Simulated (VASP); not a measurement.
# Zr2NbC2 (P4/mmm) in VASP: further runs, part 2 of 2

VASP 6.6.1. The steps go on from the part before.

## Step 4: Relaxation of cell and atoms, PBE

This run uses another cell than the first one, of 14.64 Å³/atom.

Input file INCAR:

```
SYSTEM = Zr2NbC2
PREC = Accurate ; ENCUT = 600
EDIFF = 1E-7 ; ISMEAR = 0
SIGMA = 0.1 ; LREAL = .False.
LASPH = .True. ; NELM = 80
ALGO = Normal ; ISIF = 3
LWAVE = .False. ; LCHARG = .False.
GGA = PE ; IBRION = 2
NSW = 90 ; EDIFFG = -0.04
```

Input file KPOINTS:

```
Automatic mesh
0
Gamma
  4 4 4
  0 0 0
```

Input file POSCAR:

```
Zr2NbC2
1.0
    3.8115643400      0.0000000000      0.0000000000
    0.0000000000      3.8115643400      0.0000000000
    0.0000000000      0.0000000000      5.0390756200
Zr Nb C
2 1 2
Direct
    0.5000000000      0.0000000000      0.5000000000
    0.0000000000      0.5000000000      0.5000000000
    0.0000000000      0.0000000000      0.0000000000
    0.5000000000      0.5000000000      0.7247068300
    0.5000000000      0.5000000000      0.2752931700
```

Potentials or basis: VASP PAW PBE potentials, release 64 (Zr_sv, Nb_sv, C).

On the command line:

```console
cat potpaw_PBE.64/Zr_sv/POTCAR potpaw_PBE.64/Nb_sv/POTCAR potpaw_PBE.64/C/POTCAR > POTCAR
mpirun -np 1 vasp_std > vasp.out
```

OUTCAR:

```text
SYSTEM = Zr2NbC2
   PREC = Accurate
   ENCUT = 600
   EDIFF = 1E-7
   ISMEAR = 0
   LREAL = .False.
   LASPH = .True.
   NELM = 80
   ISIF = 3
   GGA = PE
   IBRION = 2
   NSW = 90
   EDIFFG = -0.04

 ion  position               nearest neighbor table
   1  0.500  0.000  0.500-   4 2.22   5 2.22   4 2.22   5 2.22   2 2.70   2 2.70   2 2.70   2 2.70
                             3 3.16   3 3.16   3 3.16   3 3.16
   2  0.000  0.500  0.500-   4 2.22   5 2.22   4 2.22   5 2.22   1 2.70   1 2.70   1 2.70   1 2.70
                             3 3.16   3 3.16   3 3.16   3 3.16
   3  0.000  0.000  0.000-   1 3.16   2 3.16   1 3.16   2 3.16   2 3.16   2 3.16   1 3.16   1 3.16

   4  0.500  0.500  0.725-   1 2.22   2 2.22   1 2.22   2 2.22
   5  0.500  0.500  0.275-   1 2.22   2 2.22   1 2.22   2 2.22

  LATTYP: Found a simple tetragonal cell.
 ALAT       =     3.8115643400
 C/A-ratio  =     1.3220492088

  Lattice vectors:

 A1 = (   3.8115643400,   0.0000000000,   0.0000000000)
 A2 = (   0.0000000000,   3.8115643400,   0.0000000000)
 A3 = (   0.0000000000,   0.0000000000,   5.0390756200)

Analysis of symmetry for initial positions (statically):
=====================================================================
 Subroutine PRICEL returns:
 Original cell was already a primitive cell.

 Routine SETGRP: Setting up the symmetry group for a
 simple tetragonal supercell.

 Subroutine GETGRP returns: Found 16 space group operations
 (whereof 16 operations were pure point group operations)
 out of a pool of 16 trial point group operations.

The static configuration has the point symmetry D_4h.

Analysis of symmetry for dynamics (positions and initial velocities):
=====================================================================
 Subroutine PRICEL returns:
 Original cell was already a primitive cell.

 Routine SETGRP: Setting up the symmetry group for a
 simple tetragonal supercell.

 Subroutine GETGRP returns: Found 16 space group operations
 (whereof 16 operations were pure point group operations)
 out of a pool of 16 trial point group operations.

The dynamic configuration has the point symmetry D_4h.

 Subroutine INISYM returns: Found 16 space group operations
 (whereof 16 operations are pure point group operations),
 and found     1 'primitive' translations

----------------------------------------------------------------------------------------

                                     Primitive cell

  volume of cell :      73.2078

  direct lattice vectors                    reciprocal lattice vectors
     3.811564340  0.000000000  0.000000000     0.262359470  0.000000000  0.000000000
     0.000000000  3.811564340  0.000000000     0.000000000  0.262359470  0.000000000
     0.000000000  0.000000000  5.039075620     0.000000000  0.000000000  0.198449096

  length of vectors
     3.811564340  3.811564340  5.039075620     0.262359470  0.262359470  0.198449096

  position of ions in fractional coordinates (direct lattice)
     0.500000000  0.000000000  0.500000000
     0.000000000  0.500000000  0.500000000
     0.000000000  0.000000000  0.000000000
     0.500000000  0.500000000  0.724706830
     0.500000000  0.500000000  0.275293170

[... 56 lines left out ...]
   total plane-waves  NPLWV =  36000
   dimension x,y,z NGX =    30 NGY =   30 NGZ =   40
   dimension x,y,z NGXF=    60 NGYF=   60 NGZF=   80
   ions per type =               2   1   2
   NGX,Y,Z   is equivalent  to a cutoff of  13.08, 13.08, 13.20 a.u.
   NGXF,Y,Z  is equivalent  to a cutoff of  26.17, 26.17, 26.39 a.u.
 SYSTEM =  Zr2NbC2
   PREC   = accura    normal or accurate (medium, high low for compatibility)
   ISTART =      0    job   : 0-new  1-cont  2-samecut
   ICHARG =      2    charge: 1-file 2-atom 10-const
   ISPIN  =      1    spin polarized calculation?
   LNONCOLLINEAR =      F non collinear calculations
   LSORBIT =      F    spin-orbit coupling
   LASPH  =      T    aspherical Exc in radial PAW
   ENCUT  =  600.0 eV  44.10 Ry    6.64 a.u.   7.61  7.61 10.06*2*pi/ulx,y,z
   NELM   =     80;   NELMIN=  2; NELMDL= -5     # of ELM steps
   EDIFF  = 0.1E-06   stopping-criterion for ELM
   LREAL  =      F    real-space projection
   EDIFFG = -.4E-01   stopping-criterion for IOM
   NSW    =     90    number of steps for IOM
   IBRION =      2    ionic relax: 0-MD 1-quasi-New 2-CG
   NFREE  =      1    steps in history (QN), initial steepest desc. (CG)
   ISIF   =      3    stress and relaxation
   ISYM   =      2    0-nonsym 1-usesym 2-fastsym
   POTIM  = 0.5000    time-step for ionic-motion
   TEBEG  =    0.0;   TEEND  =   0.0 temperature during run
   PSTRESS=    0.0 pullay stress
   NELECT =      45.0000    total number of electrons
   NUPDOWN=      -1.0000    fix difference up-down
   EMIN   =  10.00;   EMAX   =-10.00  energy-range for DOS
   EFERMI =   0.00;   METHOD = LEGACY
   ISMEAR =     0;   SIGMA  =   0.10  broadening in eV -4-tet -1-fermi 0-gaus
   EFERMI_NEDOS =   21; number of points for ismear=-14 and -15
   IALGO  =     38    algorithm
   IMIX   =      4    mixing-type and parameters
     AMIX     =   0.40;   BMIX     =  1.00
     AMIX_MAG =   1.60;   BMIX_MAG =  1.00
  volume/ion in A,a.u.               =      14.64        98.81
  Fermi-wavevector in a.u.,A,eV,Ry     =   1.391959  2.630422 26.361978  1.937551
  Thomas-Fermi vector in A             =   2.515748
   LORBIT       =      0    0 simple, 1 ext, 2 COOP (PROOUT), +10 PAW based schemes
   GGA     = PE    functional components
   LHFCALC =     F    Hartree Fock is set to
   AEXX    =    0.0000 exact exchange contribution
   IVDW    =     0    specifies the selected vdW correction
   LEPSILON=     F    determine dielectric tensor
   LRPA    =     F    only Hartree local field effects (RPA)
 conjugate gradient relaxation of ions
 non-spin polarized calculation
 Gauss-broadening in eV      SIGMA  =   0.10
  energy-cutoff  :      600.00
  volume of cell :       73.21
 maximum number of plane-waves:      2468
   NGX = 15   NGY = 15   NGZ = 21

--------------------------------------- Ionic step        1  -------------------------------------------

 number of electron      44.9999997 magnetization

 Free energy of the ion-electron system (eV)
  ---------------------------------------------------
  ext. energy  EPLUGINS =         0.00000000
  ---------------------------------------------------
  free energy    TOTEN  =       -40.24365729 eV

  energy without entropy =      -40.21020740  energy(sigma->0) =      -40.22693234

------------------------ aborting loop because EDIFF is reached ----------------------------------------

  FORCE on cell =-STRESS in cart. coord.  units (eV):
  Direction    XX          YY          ZZ          XY          YZ          ZX
  --------------------------------------------------------------------------------------
  -------------------------------------------------------------------------------------
  Total       10.0330062     10.0330062      3.1434686      0.0000000      0.0000000      0.0000000
  in kB      219.5757001    219.5757001     68.7958636      0.0000000      0.0000000      0.0000000
  external PRESSURE =     169.3157546 kB  Pullay stress =       0.0000000 kB
[... 98 lines left out ...]
  FREE ENERGIE OF THE ION-ELECTRON SYSTEM (eV)
  ---------------------------------------------------
  free  energy   TOTEN  =       -40.9981252171 eV

  energy  without entropy=      -40.9711395301  energy(sigma->0) =      -40.98463237

 E-fermi :   9.9927     XC(G=0): -11.9593

 val. band max:        9.9638626089   @ k =   0.5000   0.2500   0.5000
 cond. band min:      10.0104304593   @ k =   0.5000   0.2500   0.2500
 fundamental gap:      0.0465678504
 Fermi energy:         9.9927172599

 k-point     1 :       0.0000    0.0000    0.0000
  band No.  band energies     occupation
      1     -45.3321      2.00000
      2     -38.3984      2.00000
      3     -37.9695      2.00000
      4     -21.4468      2.00000
      5     -21.4468      2.00000
      6     -21.2639      2.00000
[... 529 lines left out ...]
     26      11.2112      0.00000
     27      11.5957      0.00000

[... ionic steps 4 to 45 ...]

--------------------------------------- Ionic step       46  -------------------------------------------

 number of electron      44.9999998 magnetization

------------------------ aborting loop because EDIFF is reached ----------------------------------------
[... 73 lines left out ...]
--------------------------------------- Ionic step       48  -------------------------------------------

 number of electron      44.9999998 magnetization

 Free energy of the ion-electron system (eV)
  ---------------------------------------------------
  ext. energy  EPLUGINS =         0.00000000
  ---------------------------------------------------
  free energy    TOTEN  =       -44.02296515 eV

  energy without entropy =      -43.99926429  energy(sigma->0) =      -44.01111472

 E-fermi :  10.8393     XC(G=0): -12.2667

 val. band max:       10.7946664534   @ k =   0.5000   0.2500   0.0000
 cond. band min:      10.8485820383   @ k =   0.2500   0.2500   0.2500
 fundamental gap:      0.0539155849
 Fermi energy:        10.8392646387

 k-point     1 :       0.0000    0.0000    0.0000
  band No.  band energies     occupation
      1     -44.5304      2.00000
      2     -37.5088      2.00000
      3     -36.8286      2.00000
      4     -20.6611      2.00000
      5     -20.6611      2.00000
      6     -20.4428      2.00000
[... 561 lines left out ...]
  FREE ENERGIE OF THE ION-ELECTRON SYSTEM (eV)
  ---------------------------------------------------
  free  energy   TOTEN  =       -44.0229651513 eV

  energy  without entropy=      -43.9992642946  energy(sigma->0) =      -44.01111472

 reached required accuracy - stopping structural energy minimisation
```

OSZICAR:

```text
N       E                     dE             d eps       ncg     rms          rms(c)
DAV:   1     0.512410108042E+03    0.51241E+03   -0.26219E+04   972   0.186E+03
DAV:   2    -0.176921414135E+01   -0.51418E+03   -0.50492E+03  1154   0.576E+02
DAV:   3    -0.471669127907E+02   -0.45398E+02   -0.44409E+02  1813   0.133E+02
DAV:   4    -0.498535170581E+02   -0.26866E+01   -0.26535E+01  1392   0.285E+01
[... 652 lines left out ...]
DAV:   2    -0.440229832520E+02   -0.10917E-04   -0.22058E-04  1317   0.841E-02    0.280E-02
DAV:   3    -0.440229694564E+02    0.13796E-04   -0.58877E-05  1519   0.370E-02    0.127E-02
DAV:   4    -0.440229652550E+02    0.42015E-05   -0.14315E-05  1200   0.233E-02    0.318E-03
DAV:   5    -0.440229651671E+02    0.87874E-07   -0.15095E-06  1236   0.672E-03    0.181E-03
DAV:   6    -0.440229651513E+02    0.15841E-07   -0.65491E-08   617   0.187E-03
  48 F= -.44022965E+02 E0= -.44011115E+02  d E =-.467746E-04
```

It took 15 min on 1 thread of AMD EPYC 9R45 (Zen 5), shared host; peak memory 0.2 GiB.

What came out:

| Property | Result |
| --- | --- |
| Free energy | -44.0230 eV |
| Relaxed volume | 13.87 Å³/atom |
| Relaxed cell | a = 3.786 Å, b = 3.786 Å, c = 4.837 Å, α = 90.00°, β = 90.00°, γ = 90.00° |
| Space group after relaxing (to 0.1 Å) | P4/mmm (No. 123) |
| Pressure after relaxing | 0.1 GPa |
| Band gap on the k mesh | zero (an odd number of electrons rules out a gap without spin polarisation) |

Final structure:
```
Zr Nb C
1.0
     3.78630    0.00000    0.00000
     0.00000    3.78630    0.00000
     0.00000    0.00000    4.83737
Zr Nb C
2 1 2
Direct
  0.50000 0.00000 0.50000
  0.00000 0.50000 0.50000
  0.00000 0.00000 0.00000
  0.50000 0.50000 0.85285
  0.50000 0.50000 0.14715
```

Caveat: the k points lie up to 0.41 Å⁻¹ apart in the final cell, too coarse for converged energies and pressures of a metal.

## Step 5: Single point, PBE

This run uses another cell than the first one, of 13.83 Å³/atom.

Input file INCAR:

```
SYSTEM = Zr2NbC2
PREC     = Accurate       ! precision mode
ENCUT    = 520            ! plane-wave cutoff, eV
EDIFF    = 1E-6           ! SCF threshold, eV
ISMEAR   = 0              ! smearing method
SIGMA    = 0.1            ! smearing width, eV
LREAL    = .FALSE.        ! projectors in reciprocal space
LASPH    = .TRUE.         ! aspherical terms in the spheres
NELM     = 60             ! most SCF steps
ALGO     = Normal         ! electronic algorithm
ISIF     = 2              ! what is computed and relaxed
LWAVE    = .FALSE.        ! write WAVECAR
LCHARG   = .FALSE.        ! write CHGCAR
GGA      = PE             ! functional
NBANDS   = 30             ! bands
```

Input file KPOINTS:

```
regular mesh
0
G
  10 10 8
  0 0 0
```

Input file POSCAR:

```
Zr2NbC2
1.0
    3.7686124869      0.0000000000      0.0000000000
    0.0000000000      3.7686124869      0.0000000000
    0.0000000000      0.0000000000      4.8687473575
Zr Nb C
2 1 2
Direct
    0.5000000000      0.0000000000      0.5000000000
    0.0000000000      0.5000000000      0.5000000000
    0.0000000000      0.0000000000      0.0000000000
    0.5000000000      0.5000000000      0.8535449164
    0.5000000000      0.5000000000      0.1464550836
```

On the command line:

```console
cat potpaw_PBE.64/Zr_sv/POTCAR potpaw_PBE.64/Nb_sv/POTCAR potpaw_PBE.64/C/POTCAR > POTCAR
mpirun -np 1 vasp_std > vasp.out
```

Run time: 93 s. Hardware: 1 thread of AMD EPYC 9R45 (Zen 5), shared host; peak memory 0.29 GiB.

Results (log left out):

| Quantity | Value |
| --- | --- |
| Free energy | -44.0118 eV |
| Pressure | 0.1 GPa |
| Largest force | 0.057 eV/Å |
| Band gap on the k mesh | zero (an odd number of electrons rules out a gap without spin polarisation) |

Forces on the atoms (eV/Å):
```
Zr   0.000  0.000  0.000
Zr   0.000  0.000  0.000
Nb   0.000  0.000  0.000
C    0.000  0.000 -0.057
C    0.000  0.000  0.057
```

Levels at points of the mesh, in eV from the Fermi level:
| k point | band 19 | band 20 | band 21 | band 22 | band 23 | band 24 | band 25 | band 26 | band 27 | band 28 |
| --- | --- | --- | --- | --- | --- | --- | --- | --- | --- | --- |
| (0.00, 0.00, 0.00) | -3.29 | -3.29 | -2.53 | -2.30 | -1.66 | 0.75 | 1.71 | 1.76 | 1.76 | 4.72 |
| (0.50, 0.00, 0.00) | -1.44 | -1.27 | -1.19 | 0.23 | 0.39 | 0.49 | 1.68 | 2.19 | 2.62 | 2.99 |
| (0.50, 0.50, 0.00) | -1.88 | -1.88 | -0.86 | -0.84 | -0.84 | 1.18 | 1.38 | 2.58 | 2.81 | 2.81 |
| (0.00, 0.00, 0.50) | -2.11 | -1.73 | -1.67 | -0.92 | -0.92 | 0.02 | 0.37 | 1.16 | 1.68 | 1.68 |
| (0.50, 0.00, 0.50) | -1.91 | -1.58 | -0.56 | -0.29 | 0.36 | 0.78 | 1.29 | 2.38 | 2.68 | 2.84 |
| (0.50, 0.50, 0.50) | -3.74 | -3.72 | -0.51 | -0.51 | 1.14 | 1.29 | 1.88 | 2.02 | 2.02 | 2.68 |

## Step 6: Relaxation of cell and atoms, PBE

Input file INCAR:

```
PREC = Accurate
ENCUT = 600
EDIFF = 1E-6
ISMEAR = 0
SIGMA = 0.1
LREAL = F
LASPH = T
NELM = 100
ALGO = Normal
ISIF = 3
LWAVE = F
LCHARG = F
GGA = PE
IBRION = 2
NSW = 100
EDIFFG = -0.01
```

Input file KPOINTS:

```
regular mesh
0
Gamma
  10 10 8
```

Input file POSCAR:

```
Zr2NbC2
1.0
    3.7854168020      0.0000000000      0.0000000000
    0.0000000000      3.7854168020      0.0000000000
    0.0000000000      0.0000000000      4.8416319868
Zr Nb C
2 1 2
Direct
    0.5000000000      0.0000000000      0.5000000000
    0.0000000000      0.5000000000      0.5000000000
    0.0000000000      0.0000000000      0.0000000000
    0.5000000000      0.5000000000      0.8531158573
    0.5000000000      0.5000000000      0.1468841427
```

Potentials or basis: VASP PAW PBE potentials, release 64 (Zr_sv, Nb_sv, C).

On the command line:

```console
cat potpaw_PBE.64/Zr_sv/POTCAR potpaw_PBE.64/Nb_sv/POTCAR potpaw_PBE.64/C/POTCAR > POTCAR
mpirun -np 1 vasp_std > vasp.out
```

Wall time 8.7 min (1 thread of AMD EPYC 9R45 (Zen 5), shared host); peak memory 0.34 GiB.

It converged, with:

| Quantity | Value |
| --- | --- |
| Free energy | -44.0143 eV |
| Relaxed volume | 13.84 Å³/atom |
| Relaxed cell | a = 3.770 Å, b = 3.770 Å, c = 4.867 Å, α = 90.00°, β = 90.00°, γ = 90.00° |
| Space group after relaxing (to 0.1 Å) | P4/mmm (No. 123) |
| Energy gained by relaxing | 0.5 meV/atom |
| Ionic steps | 10 |
| Pressure after relaxing | 0.0 GPa |
| Band gap on the k mesh | zero (an odd number of electrons rules out a gap without spin polarisation) |

Step by step:
```tsv
step	energy change (eV)	largest force (eV/Å)	pressure (GPa)	volume (Å³)
1	0.0000	0.0717	-0.05	69.38
2	-0.0014	0.2248	-0.55	69.33
3	-0.0017	0.1393	-0.39	69.34
4	-0.0023	0.0529	0.39	69.00
5	-0.0026	0.0150	0.12	69.12
6	-0.0026	0.0181	0.13	69.12
7	-0.0024	0.0783	-0.15	69.23
8	-0.0026	0.0226	0.07	69.13
9	-0.0026	0.0196	0.05	69.13
10	-0.0026	0.0012	0.04	69.18
```

Final structure:
```cif
data_structure
_symmetry_space_group_name_H-M 'P 1'
_symmetry_Int_Tables_number 1
_cell_length_a 3.7701
_cell_length_b 3.7701
_cell_length_c 4.8672
_cell_angle_alpha 90.000
_cell_angle_beta 90.000
_cell_angle_gamma 90.000
_cell_volume 69.18
loop_
_atom_site_label
_atom_site_type_symbol
_atom_site_fract_x
_atom_site_fract_y
_atom_site_fract_z
_atom_site_occupancy
Zr1 Zr 0.50000 0.00000 0.50000 1
Zr2 Zr 0.00000 0.50000 0.50000 1
Nb1 Nb 0.00000 0.00000 0.00000 1
C1 C 0.50000 0.50000 0.85331 1
C2 C 0.50000 0.50000 0.14669 1
```

Levels at points of the mesh, in eV from the Fermi level:
| k point | band 19 | band 20 | band 21 | band 22 | band 23 | band 24 | band 25 | band 26 | band 27 |
| --- | --- | --- | --- | --- | --- | --- | --- | --- | --- |
| (0.00, 0.00, 0.00) | -3.29 | -3.29 | -2.52 | -2.29 | -1.66 | 0.75 | 1.71 | 1.76 | 1.76 |
| (0.50, 0.00, 0.00) | -1.44 | -1.27 | -1.20 | 0.23 | 0.39 | 0.49 | 1.68 | 2.19 | 2.63 |
| (0.50, 0.50, 0.00) | -1.87 | -1.87 | -0.86 | -0.84 | -0.84 | 1.18 | 1.38 | 2.57 | 2.81 |
| (0.00, 0.00, 0.50) | -2.11 | -1.73 | -1.66 | -0.92 | -0.92 | 0.02 | 0.37 | 1.15 | 1.69 |
| (0.50, 0.00, 0.50) | -1.90 | -1.58 | -0.56 | -0.30 | 0.35 | 0.78 | 1.29 | 2.38 | 2.68 |
| (0.50, 0.50, 0.50) | -3.74 | -3.71 | -0.50 | -0.50 | 1.13 | 1.29 | 1.88 | 2.02 | 2.02 |

## Step 7: Summary

```tsv
task	cell	k mesh	cutoff (eV)	gap on the mesh (eV)	pressure (GPa)	relaxed volume (Å³/atom)	largest force (eV/Å)
single point	a = 3.785, b = 3.785, c = 4.842 Å, 5 atoms, atomic positions A	4 × 4 × 4	520	none	0.1	-	0.05
single point	a = 3.812, b = 3.812, c = 5.039 Å, 5 atoms, atomic positions B	4 × 4 × 4	520	none	17.0	-	3.77
relaxation of cell and atoms	relaxed from a = 3.812, b = 3.812, c = 5.039 Å, 5 atoms, atomic positions B	4 × 4 × 4	600	none	0.1	13.87	-
single point	a = 3.769, b = 3.769, c = 4.869 Å, 5 atoms, atomic positions C	10 × 10 × 8	520	none	0.1	-	0.06
relaxation of cell and atoms	relaxed from a = 3.785, b = 3.785, c = 4.842 Å, 5 atoms, atomic positions A	10 × 10 × 8	600	none	0.0	13.84	-
```

Alike in all rows: level PBE; potentials or basis VASP PAW PBE potentials, release 64 (Zr_sv, Nb_sv, C); no spin polarisation; smearing gaussian 0.1 eV.

Caveats: some runs use coarse meshes; forces of over 1 eV/Å act on the atoms, so gaps and moduli don't describe the material at rest (at least some runs).

Absolute energies hang on the potentials; compare differences alone.

The gap in the log of VASP goes by the Fermi energy; the results here count the filled bands.